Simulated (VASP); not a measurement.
# CdS (F-43m) in VASP: a series of runs

Aim: see how the results for CdS move with the level of theory and the settings. Levels: PBE, PBE+D4. Tasks: single point.

All numbers are computed with VASP 6.6.1; they aren't measurements. Logs are shortened: lines on timing, memory, paths and dates and some standing lists are left out, and cuts for length are marked.

### 1 The cell of the first run

It takes space group F-43m (No. 216, cubic). The conventional cell has a = 5.878 Å, b = 5.878 Å, c = 5.878 Å, α = 90.00°, β = 90.00°, γ = 90.00°. Within 3.4 Å of Cd (site symmetry -43m) lie 4 S at 2.55 Å. S (site symmetry -43m) has 4 Cd at 2.55 Å within 3.4 Å.

### 2 Single point, PBE

Input file INCAR:

```
ALGO = Normal ; EDIFF = 1E-6
ENCUT = 500 ; GGA = PE
GGA_COMPAT = False ; ISIF = 2
ISMEAR = 0 ; LASPH = True
LCHARG = False ; LREAL = False
LWAVE = False ; NBANDS = 16
NELM = 120 ; PREC = Accurate
SIGMA = 0.5
```

Input file KPOINTS:

```
k-points
0
Gamma
  6 6 6
```

Input file POSCAR:

```
CdS
1.0
    0.0000000000      2.9392138883      2.9392138883
    2.9392138883      0.0000000000      2.9392138883
    2.9392138883      2.9392138883      0.0000000000
Cd S
1 1
Direct
    0.0000000000      0.0000000000      0.0000000000
    0.2500000000      0.2500000000      0.2500000000
```

Potentials or basis: VASP PAW PBE potentials, release 64 (Cd, S).

Launch:

```sh
> cat potpaw_PBE.64/Cd/POTCAR potpaw_PBE.64/S/POTCAR > POTCAR
> mpirun -np 1 vasp_std > vasp.out
```

OUTCAR:

```text
EDIFF = 1E-6
   ENCUT = 500
   GGA = PE
   ISIF = 2
   ISMEAR = 0
   LASPH = True
   LREAL = False
   NELM = 120
   PREC = Accurate

 ion  position               nearest neighbor table
   1  0.000  0.000  0.000-   2 2.55   2 2.55   2 2.55   2 2.55
   2  0.250  0.250  0.250-   1 2.55   1 2.55   1 2.55   1 2.55

  LATTYP: Found a face centered cubic cell.
 ALAT       =     5.8784277766

  Lattice vectors:

 A1 = (   0.0000000000,   2.9392138883,   2.9392138883)
 A2 = (   2.9392138883,   0.0000000000,   2.9392138883)
 A3 = (   2.9392138883,   2.9392138883,   0.0000000000)

Analysis of symmetry for initial positions (statically):
=====================================================================
 Subroutine PRICEL returns:
 Original cell was already a primitive cell.

 Routine SETGRP: Setting up the symmetry group for a
 face centered cubic supercell.

 Subroutine GETGRP returns: Found 24 space group operations
 (whereof 24 operations were pure point group operations)
 out of a pool of 48 trial point group operations.

The static configuration has the point symmetry T_d .

Analysis of symmetry for dynamics (positions and initial velocities):
=====================================================================
 Subroutine PRICEL returns:
 Original cell was already a primitive cell.

 Routine SETGRP: Setting up the symmetry group for a
 face centered cubic supercell.

 Subroutine GETGRP returns: Found 24 space group operations
 (whereof 24 operations were pure point group operations)
 out of a pool of 48 trial point group operations.

The dynamic configuration has the point symmetry T_d .

 Subroutine INISYM returns: Found 24 space group operations
 (whereof 24 operations are pure point group operations),
 and found     1 'primitive' translations

----------------------------------------------------------------------------------------

                                     Primitive cell

  volume of cell :      50.7836

  direct lattice vectors                    reciprocal lattice vectors
     0.000000000  2.939213888  2.939213888    -0.170113513  0.170113513  0.170113513
     2.939213888  0.000000000  2.939213888     0.170113513 -0.170113513  0.170113513
     2.939213888  2.939213888  0.000000000     0.170113513  0.170113513 -0.170113513

  length of vectors
     4.156676144  4.156676144  4.156676144     0.294645248  0.294645248  0.294645248

  position of ions in fractional coordinates (direct lattice)
     0.000000000  0.000000000  0.000000000
     0.250000000  0.250000000  0.250000000

  ion indices of the primitive-cell ions
   primitive index   ion index
                 1           1
                 2           2

----------------------------------------------------------------------------------------

 KPOINTS: k-points

Automatic generation of k-mesh.
 Grid dimensions read from file:
 generate k-points for:    6    6    6

 Generating k-lattice:

  Cartesian coordinates                     Fractional coordinates (reciprocal lattice)
    -0.028352252  0.028352252  0.028352252     0.166666667  0.000000000  0.000000000
     0.028352252 -0.028352252  0.028352252     0.000000000  0.166666667  0.000000000
     0.028352252  0.028352252 -0.028352252     0.000000000  0.000000000  0.166666667

  Length of vectors
     0.049107541  0.049107541  0.049107541

  Shift w.r.t. Gamma in fractional coordinates (k-lattice)
     0.000000000  0.000000000  0.000000000

 Subroutine IBZKPT returns following result:
 ===========================================

 Found     16 irreducible k-points:

 Following reciprocal coordinates:
            Coordinates               Weight
  0.000000  0.000000  0.000000      1.000000
  0.166667  0.000000  0.000000      8.000000
  0.333333  0.000000  0.000000      8.000000
  0.500000  0.000000  0.000000      4.000000
  0.166667  0.166667  0.000000      6.000000
  0.333333  0.166667  0.000000     24.000000
[... 8 lines left out ...]
 -0.333333  0.333333  0.166667     24.000000
 -0.333333  0.500000  0.166667     12.000000
   k-points           NKPTS =     16   k-points in BZ     NKDIM =     16   number of bands    NBANDS=     16
   number of dos      NEDOS =    301   number of ions     NIONS =      2
   total plane-waves  NPLWV =  27000
   dimension x,y,z NGX =    30 NGY =   30 NGZ =   30
   dimension x,y,z NGXF=    60 NGYF=   60 NGZF=   60
   ions per type =               1   1
   NGX,Y,Z   is equivalent  to a cutoff of  12.00, 12.00, 12.00 a.u.
   NGXF,Y,Z  is equivalent  to a cutoff of  24.00, 24.00, 24.00 a.u.
 SYSTEM =  unknown system
   PREC   = accura    normal or accurate (medium, high low for compatibility)
   ISTART =      0    job   : 0-new  1-cont  2-samecut
   ICHARG =      2    charge: 1-file 2-atom 10-const
   ISPIN  =      1    spin polarized calculation?
   LNONCOLLINEAR =      F non collinear calculations
   LSORBIT =      F    spin-orbit coupling
   LASPH  =      T    aspherical Exc in radial PAW
   ENCUT  =  500.0 eV  36.75 Ry    6.06 a.u.   7.58  7.58  7.58*2*pi/ulx,y,z
   NELM   =    120;   NELMIN=  2; NELMDL= -5     # of ELM steps
   EDIFF  = 0.1E-05   stopping-criterion for ELM
   LREAL  =      F    real-space projection
   EDIFFG = 0.1E-04   stopping-criterion for IOM
   NSW    =      0    number of steps for IOM
   IBRION =     -1    ionic relax: 0-MD 1-quasi-New 2-CG
   NFREE  =      0    steps in history (QN), initial steepest desc. (CG)
   ISIF   =      2    stress and relaxation
   ISYM   =      2    0-nonsym 1-usesym 2-fastsym
   POTIM  = 0.5000    time-step for ionic-motion
   TEBEG  =    0.0;   TEEND  =   0.0 temperature during run
   PSTRESS=    0.0 pullay stress
   NELECT =      18.0000    total number of electrons
   NUPDOWN=      -1.0000    fix difference up-down
   EMIN   =  10.00;   EMAX   =-10.00  energy-range for DOS
   EFERMI =   0.00;   METHOD = LEGACY
   ISMEAR =     0;   SIGMA  =   0.50  broadening in eV -4-tet -1-fermi 0-gaus
   EFERMI_NEDOS =   21; number of points for ismear=-14 and -15
   IALGO  =     38    algorithm
   IMIX   =      4    mixing-type and parameters
     AMIX     =   0.40;   BMIX     =  1.00
     AMIX_MAG =   1.60;   BMIX_MAG =  1.00
  volume/ion in A,a.u.               =      25.39       171.35
  Fermi-wavevector in a.u.,A,eV,Ry     =   1.158576  2.189391 18.263073  1.342298
  Thomas-Fermi vector in A             =   2.295177
   LORBIT       =      0    0 simple, 1 ext, 2 COOP (PROOUT), +10 PAW based schemes
   GGA     = PE    functional components
   LHFCALC =     F    Hartree Fock is set to
   AEXX    =    0.0000 exact exchange contribution
   IVDW    =     0    specifies the selected vdW correction
   LEPSILON=     F    determine dielectric tensor
   LRPA    =     F    only Hartree local field effects (RPA)
 non-spin polarized calculation
 Gauss-broadening in eV      SIGMA  =   0.50
  energy-cutoff  :      500.00
  volume of cell :       50.78
 maximum number of plane-waves:      1308
   NGX = 15   NGY = 15   NGZ = 15

 number of electron      17.9999992 magnetization

 Free energy of the ion-electron system (eV)
  ---------------------------------------------------
  ext. energy  EPLUGINS =         0.00000000
  ---------------------------------------------------
  free energy    TOTEN  =        -6.13743873 eV

  energy without entropy =       -6.13528442  energy(sigma->0) =       -6.13636157

 E-fermi :   1.8506     XC(G=0):  -9.0408

 val. band max:        1.1188019648   @ k =   0.0000   0.0000   0.0000
 cond. band min:       2.2162814215   @ k =   0.0000   0.0000   0.0000
 fundamental gap:      1.0974794566
 Fermi energy:         1.8506247960

 k-point     1 :       0.0000    0.0000    0.0000
  band No.  band energies     occupation
      1     -11.1107      2.00000
      2      -6.5291      2.00000
      3      -6.5291      2.00000
      4      -6.5291      2.00000
      5      -6.0806      2.00000
      6      -6.0806      2.00000
[... 8 lines left out ...]
     15      12.5629      0.00000
     16      12.5629      0.00000

 k-point     2 :       0.1667    0.0000    0.0000
  band No.  band energies     occupation
      1     -11.0099      2.00000
      2      -6.4937      2.00000
      3      -6.4937      2.00000
      4      -6.4315      2.00000
      5      -6.0812      2.00000
      6      -6.0812      2.00000
[... 8 lines left out ...]
     15      11.7899      0.00000
     16      12.8926      0.00000

 k-point     3 :       0.3333    0.0000    0.0000
  band No.  band energies     occupation
      1     -10.8074      2.00000
      2      -6.4359      2.00000
      3      -6.4359      2.00000
      4      -6.0776      2.00000
      5      -6.0649      2.00000
      6      -6.0649      2.00000
[... 8 lines left out ...]
     15      12.1963      0.00000
     16      12.1963      0.00000

 k-point     4 :       0.5000    0.0000    0.0000
  band No.  band energies     occupation
      1     -10.7069      2.00000
      2      -6.4160      2.00000
      3      -6.4160      2.00000
      4      -6.0453      2.00000
      5      -6.0453      2.00000
      6      -5.7207      2.00000
[... 8 lines left out ...]
     15      13.6159      0.00000
     16      13.6159      0.00000

 k-point     5 :       0.1667    0.1667    0.0000
  band No.  band energies     occupation
      1     -10.9767      2.00000
      2      -6.4571      2.00000
      3      -6.4571      2.00000
      4      -6.4500      2.00000
      5      -6.1032      2.00000
      6      -6.0604      2.00000
[... 8 lines left out ...]
     15      12.7442      0.00000
     16      14.3809      0.00000

 k-point     6 :       0.3333    0.1667    0.0000
  band No.  band energies     occupation
      1     -10.8092      2.00000
      2      -6.4187      2.00000
      3      -6.3882      2.00000
      4      -6.2336      2.00000
      5      -6.0547      2.00000
      6      -6.0420      2.00000
[... 8 lines left out ...]
     15      12.9529      0.00000
     16      14.0353      0.00000

 k-point     7 :       0.5000    0.1667    0.0000
  band No.  band energies     occupation
      1     -10.6767      2.00000
      2      -6.3943      2.00000
      3      -6.3614      2.00000
      4      -6.1081      2.00000
      5      -6.0395      2.00000
      6      -5.7026      2.00000
[... 8 lines left out ...]
     15      13.6713      0.00000
     16      13.9326      0.00000

 k-point     8 :      -0.3333    0.1667    0.0000
  band No.  band energies     occupation
      1     -10.7095      2.00000
      2      -6.3949      2.00000
      3      -6.3856      2.00000
      4      -6.0830      2.00000
      5      -6.0783      2.00000
      6      -5.8127      2.00000
[... 8 lines left out ...]
     15      13.1470      0.00000
     16      13.9799      0.00000

 k-point     9 :      -0.1667    0.1667    0.0000
  band No.  band energies     occupation
      1     -10.8757      2.00000
      2      -6.4517      2.00000
      3      -6.4303      2.00000
      4      -6.2717      2.00000
      5      -6.0985      2.00000
      6      -6.0463      2.00000
[... 8 lines left out ...]
     15      12.4171      0.00000
     16      14.4181      0.00000

 k-point    10 :       0.3333    0.3333    0.0000
  band No.  band energies     occupation
      1     -10.7111      2.00000
      2      -6.3104      2.00000
      3      -6.2949      2.00000
      4      -6.2949      2.00000
      5      -6.0198      2.00000
      6      -5.9719      2.00000
[... 8 lines left out ...]
     15      13.1893      0.00000
     16      16.4317      0.00000

 k-point    11 :       0.5000    0.3333    0.0000
  band No.  band energies     occupation
      1     -10.6144      2.00000
      2      -6.3310      2.00000
      3      -6.2525      2.00000
      4      -6.2040      2.00000
      5      -6.0191      2.00000
      6      -5.6722      2.00000
[... 8 lines left out ...]
     15      13.7826      0.00000
     16      14.7002      0.00000

 k-point    12 :      -0.3333    0.3333    0.0000
  band No.  band energies     occupation
      1     -10.6146      2.00000
      2      -6.3578      2.00000
      3      -6.2913      2.00000
      4      -6.1268      2.00000
      5      -6.0593      2.00000
      6      -5.5569      2.00000
[... 8 lines left out ...]
     15      12.4568      0.00000
     16      15.7061      0.00000

 k-point    13 :       0.5000    0.5000    0.0000
  band No.  band energies     occupation
      1     -10.5822      2.00000
      2      -6.3226      2.00000
      3      -6.2025      2.00000
      4      -6.2025      2.00000
      5      -5.9993      2.00000
      6      -5.6578      2.00000
[... 8 lines left out ...]
     15      13.4758      0.00000
     16      14.5568      0.00000

 k-point    14 :       0.5000    0.3333    0.1667
  band No.  band energies     occupation
      1     -10.6784      2.00000
      2      -6.3513      2.00000
      3      -6.3429      2.00000
      4      -6.1682      2.00000
      5      -6.0433      2.00000
      6      -5.7993      2.00000
[... 8 lines left out ...]
     15      14.0357      0.00000
     16      14.2702      0.00000

 k-point    15 :      -0.3333    0.3333    0.1667
  band No.  band energies     occupation
      1     -10.6145      2.00000
      2      -6.3469      2.00000
      3      -6.3074      2.00000
      4      -6.1180      2.00000
      5      -6.0628      2.00000
      6      -5.5554      2.00000
[... 8 lines left out ...]
     15      13.5275      0.00000
     16      14.3610      0.00000

 k-point    16 :      -0.3333    0.5000    0.1667
  band No.  band energies     occupation
      1     -10.5833      2.00000
      2      -6.3112      2.00000
      3      -6.2742      2.00000
      4      -6.1526      2.00000
      5      -6.0409      2.00000
      6      -5.5270      2.00000
[... 8 lines left out ...]
     15      14.2492      0.00000
     16      14.3553      0.00000

------------------------ aborting loop because EDIFF is reached ----------------------------------------

  FORCE on cell =-STRESS in cart. coord.  units (eV):
  Direction    XX          YY          ZZ          XY          YZ          ZX
  --------------------------------------------------------------------------------------
  -------------------------------------------------------------------------------------
  Total        0.5449264      0.5449264      0.5449264     -0.0000000     -0.0000000      0.0000000
  in kB       17.1919401     17.1919401     17.1919401     -0.0000000     -0.0000000      0.0000000
  external PRESSURE =      17.1919401 kB  Pullay stress =       0.0000000 kB

 VOLUME and BASIS-vectors are now :
 -----------------------------------------------------------------------------
  energy-cutoff  :      500.00
  volume of cell :       50.78
      direct lattice vectors                 reciprocal lattice vectors
     0.000000000  2.939213888  2.939213888    -0.170113513  0.170113513  0.170113513
     2.939213888  0.000000000  2.939213888     0.170113513 -0.170113513  0.170113513
     2.939213888  2.939213888  0.000000000     0.170113513  0.170113513 -0.170113513

 POSITION                                       TOTAL-FORCE (eV/Angst)
 -----------------------------------------------------------------------------------
      0.00000      0.00000      0.00000         0.000000      0.000000      0.000000
      1.46961      1.46961      1.46961        -0.000000     -0.000000     -0.000000
 -----------------------------------------------------------------------------------
    total drift:                                0.000000      0.000000     -0.000000

  FREE ENERGIE OF THE ION-ELECTRON SYSTEM (eV)
  ---------------------------------------------------
  free  energy   TOTEN  =        -6.1374387262 eV

  energy  without entropy=       -6.1352844222  energy(sigma->0) =       -6.13636157
```

Wall time 24 s (1 thread of Intel Xeon 8259CL, shared host); peak memory 0.17 GiB.

What came out:

- Free energy: -6.1374 eV
- Pressure: 1.7 GPa
- Band gap on the k mesh: 1.10 eV

(Part 1 of 2 ends here.)
